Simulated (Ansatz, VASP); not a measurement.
Two plane-wave programs on SnTe

INCAR

```
PREC = Accurate ; ENCUT = 520
EDIFF = 1E-7 ; ISMEAR = 0
SIGMA = 0.03 ; LREAL = False
LASPH = True ; NELM = 80
ALGO = Normal ; ISIF = 2
LWAVE = False ; LCHARG = False
GGA = PE ; NBANDS = 17
```

File KPOINTS:

```
Automatic mesh
0
Gamma
  10 10 10
```

The input POSCAR:

```
SnTe
1.0
    0.0000000000      3.3143250000      3.0775875000
    3.3143250000      0.0000000000      3.0775875000
    3.3143250000      3.3143250000      0.0000000000
Sn Te
1 1
Direct
    0.0000000000      0.0000000000      0.0000000000
    0.5000000000      0.5000000000      0.5000000000
```

Input for Ansatz:

```yaml
crystal:
  lattice:
    - [0.0, 3.314325, 3.0775875]
    - [3.314325, 0.0, 3.0775875]
    - [3.314325, 3.314325, 0.0]
  atoms:
    - { symbol: Sn, position: [0.0, 0.0, 0.0] }
    - { symbol: Te, position: [0.5, 0.5, 0.5] }
basis:
  ecutwfc: 420
kpoints:
  mp_grid: { grid: [10, 10, 10] }
hamiltonian:
  xc: pbe
scf:
  occupations: { method: gaussian, width: 0.03 }
output:
  forces: true
  stress: true
  eigenvalues: true
```

Change from the starting cell: strain +0.050 along x and y, -0.025 along z, atoms carried along.

Alike in both runs: task single point; functional PBE; k mesh 10 × 10 × 10; occupations gaussian, width 0.03 eV; no spin polarisation.

|  | VASP | Ansatz |
| --- | --- | --- |
| version | VASP 6.6.1 | Ansatz 0.2.0 |
| potentials or method | VASP PAW PBE potentials, release 64 (Sn_d, Te), cutoff 520 eV | scalar-relativistic, plane waves, PAW |
| valence electrons in the cell | 20 | 30 |

```csv
,VASP,Ansatz,Ansatz less VASP
gap on the k mesh at the Fermi level (eV),0.10,0.10,-0.001
least direct gap on the mesh (eV),0.10,0.10,-0.001
pressure (GPa),-0.4,-0.4,+0.02
"traceless stress, the component that is largest in VASP (GPa)",5.58,5.57,-0.010
```

VASP's potentials hold 20 valence electrons a cell and Ansatz's 30, so a difference there can come from the potentials and not from the codes.

Spin-orbit coupling is off throughout.
